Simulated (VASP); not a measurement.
# La (Fm-3m) in VASP: notebook, part 2 of 2

VASP 6.6.1.

## (6) Single point, PBE, non-collinear spin, zero start, spin-orbit coupling

Input file INCAR:

```
ALGO     = Normal         # electronic algorithm
EDIFF    = 1E-7           # SCF threshold, eV
ENCUT    = 520            # plane-wave cutoff, eV
GGA      = PE             # functional
GGA_COMPAT= False        
ISIF     = 2              # what is computed and relaxed
ISMEAR   = -1             # smearing method
LASPH    = True           # aspherical terms in the spheres
LCHARG   = False          # write CHGCAR
LMAXMIX  = 6              # l up to which the mixer works
LORBIT   = 11             # projections on sites
LORBMOM  = True         
LREAL    = False          # projectors in reciprocal space
LSORBIT  = True           # spin-orbit coupling
LWAVE    = False          # write WAVECAR
MAGMOM   = 0 0 0          # initial moments
NBANDS   = 22             # bands
NELM     = 150            # most SCF steps
PREC     = Accurate       # precision mode
SIGMA    = 0.1            # smearing width, eV
```

Input file KPOINTS:

```
k-points
0
Gamma
  10 10 10
```

Input file POSCAR:

```
La
1.0
    0.0000000000      2.6523757748      2.6523757748
    2.6523757748      0.0000000000      2.6523757748
    2.6523757748      2.6523757748      0.0000000000
La
1
Direct
    0.0000000000      0.0000000000      0.0000000000
```

Potentials or basis: VASP PAW PBE potentials, release 64 (La).

Launch:

```console
cat potpaw_PBE.64/La/POTCAR > POTCAR
mpirun -np 1 vasp_ncl > vasp.out
```

OUTCAR:

```text
EDIFF = 1E-7
   ENCUT = 520
   GGA = PE
   ISIF = 2
   ISMEAR = -1
   LASPH = True
   LORBIT = 11
   LREAL = False
   LSORBIT = True
   NELM = 150
   PREC = Accurate

 ion  position               nearest neighbor table
   1  0.000  0.000  0.000-

  LATTYP: Found a face centered cubic cell.
 ALAT       =     5.3047515496

  Lattice vectors:

 A1 = (   0.0000000000,   2.6523757748,   2.6523757748)
 A2 = (   2.6523757748,   0.0000000000,   2.6523757748)
 A3 = (   2.6523757748,   2.6523757748,   0.0000000000)

Analysis of symmetry for initial positions (statically):
=====================================================================
 Subroutine PRICEL returns:
 Original cell was already a primitive cell.
[... 847 lines left out ...]

 Spin-Orbit-Coupling matrix elements

 Ion:    1  E_soc:     -0.5988077
 l=   1
     0.0000000    -0.0986449    -0.0986449
    -0.0986449     0.0000000    -0.0986449
    -0.0986449    -0.0986449     0.0000000
 l=   2
     0.0000000    -0.0001264     0.0000000    -0.0001264    -0.0008959
    -0.0001264     0.0000000    -0.0006719    -0.0001264    -0.0002240
     0.0000000    -0.0006719     0.0000000    -0.0006719     0.0000000
    -0.0001264    -0.0001264    -0.0006719     0.0000000    -0.0002240
    -0.0008959    -0.0002240     0.0000000    -0.0002240     0.0000000
 l=   3
     0.0000000    -0.0000187     0.0000000     0.0000000     0.0000000    -0.0000121    -0.0000786
    -0.0000187     0.0000000    -0.0000311     0.0000000    -0.0000311    -0.0000498    -0.0000187
     0.0000000    -0.0000311     0.0000000    -0.0000551    -0.0000056    -0.0000170     0.0000000
     0.0000000     0.0000000    -0.0000551     0.0000000    -0.0000551     0.0000000     0.0000000
     0.0000000    -0.0000311    -0.0000056    -0.0000551     0.0000000    -0.0000170     0.0000000
    -0.0000121    -0.0000498    -0.0000170     0.0000000    -0.0000170     0.0000000    -0.0000121
    -0.0000786    -0.0000187     0.0000000     0.0000000     0.0000000    -0.0000121     0.0000000

 total charge

# of ion       s       p       d       f       tot
--------------------------------------------------
    1        2.066   5.556   0.886   0.084   8.592

 magnetization (x)

# of ion       s       p       d       f       tot
--------------------------------------------------
    1        0.000   0.000   0.000   0.000   0.000

 magnetization (y)

# of ion       s       p       d       f       tot
--------------------------------------------------
    1        0.000  -0.000   0.000   0.000   0.000

 magnetization (z)

# of ion       s       p       d       f       tot
--------------------------------------------------
    1        0.000   0.000   0.000   0.000   0.000
```

OSZICAR:

```text
N       E                     dE             d eps       ncg     rms          rms(c)
DAV:   1     0.121001144064E+03    0.12100E+03   -0.36874E+03  2092   0.135E+03
DAV:   2     0.112532448701E+02   -0.10975E+03   -0.10651E+03  2644   0.243E+02
DAV:   3    -0.380506262489E+01   -0.15058E+02   -0.14234E+02  3138   0.111E+02
DAV:   4    -0.510227211987E+01   -0.12972E+01   -0.12761E+01  4096   0.289E+01
DAV:   5    -0.519497738869E+01   -0.92705E-01   -0.92383E-01  3536   0.758E+00    0.227E+00
DAV:   6    -0.520385662988E+01   -0.88792E-02   -0.17132E-01  4048   0.331E+00    0.121E+00
DAV:   7    -0.520300200361E+01    0.85463E-03   -0.25018E-02  3618   0.146E+00    0.428E-01
DAV:   8    -0.520497390305E+01   -0.19719E-02   -0.83362E-03  4056   0.784E-01    0.192E-01
DAV:   9    -0.520564013402E+01   -0.66623E-03   -0.81715E-04  3944   0.196E-01    0.160E-01
DAV:  10    -0.520673069313E+01   -0.10906E-02   -0.21844E-03  3084   0.384E-01    0.860E-02
DAV:  11    -0.520704695430E+01   -0.31626E-03   -0.15487E-03  3968   0.372E-01    0.435E-02
DAV:  12    -0.520704503015E+01    0.19241E-05   -0.14889E-04  3716   0.146E-01    0.120E-02
DAV:  13    -0.520704541320E+01   -0.38305E-06   -0.12452E-05  3840   0.413E-02    0.538E-03
DAV:  14    -0.520704463696E+01    0.77624E-06   -0.22341E-06  3804   0.164E-02    0.105E-03
DAV:  15    -0.520704405903E+01    0.57793E-06   -0.20401E-07  3816   0.469E-03    0.692E-04
DAV:  16    -0.520704365685E+01    0.40218E-06   -0.12155E-08  2008   0.146E-03    0.951E-04
DAV:  17    -0.520704355140E+01    0.10545E-06   -0.60272E-09  1946   0.194E-03    0.339E-04
DAV:  18    -0.520704353144E+01    0.19956E-07   -0.51463E-09  1886   0.144E-03
   1 F= -.52070435E+01 E0= -.51751197E+01  d E =-.638477E-01  mag=    -0.0000    -0.0000     0.0000
```

It took 3.3 min on 1 thread of AMD EPYC 7R43 (Zen 3), shared host; peak memory 0.25 GiB.

What came out:

- Free energy: -5.2070 eV
- Pressure: 0.0 GPa
- Net moment: 0.00 μB per cell
- Valence electrons inside the program's atomic spheres: La 8.59

Moments on the atoms (μB; x, y, z):
```
La  0.00 0.00 0.00
```

## (7) Overview

| task | spin | cell | k mesh | cutoff (eV) | gap on the mesh (eV) | pressure (GPa) |
| --- | --- | --- | --- | --- | --- | --- |
| single point | off | a = 3.751 Å, angles 60.0°, 1 atom | 10 × 10 × 10 | 520 | none | 0.0 |
| single point | off | a = 3.848 Å, angles 60.0°, 1 atom | 12 × 12 × 12 | 520 | none | -1.8 |
| relaxation of cell and atoms | off | relaxed from a = 3.754 Å, angles 60.0°, 1 atom | 10 × 10 × 10 | 600 | none | 0.0 |
| single point | off | a = 3.751 Å, angles 60.0°, 1 atom | 17 × 17 × 17 | 520 | none | -0.1 |
| single point | non-collinear, zero start, SOC | a = 3.751 Å, angles 60.0°, 1 atom | 10 × 10 × 10 | 520 | - | 0.0 |

Alike in all rows: level PBE; potentials or basis VASP PAW PBE potentials, release 64 (La); smearing fermi-dirac 0.1 eV.

Caveats: spin-orbit coupling is left out, which moves the levels of the heavy elements (at least some runs); the relaxation stopped at its first step, so nothing moved (at least some runs).

Total energies depend on the potentials used, so only differences within one code and one set of settings carry meaning.
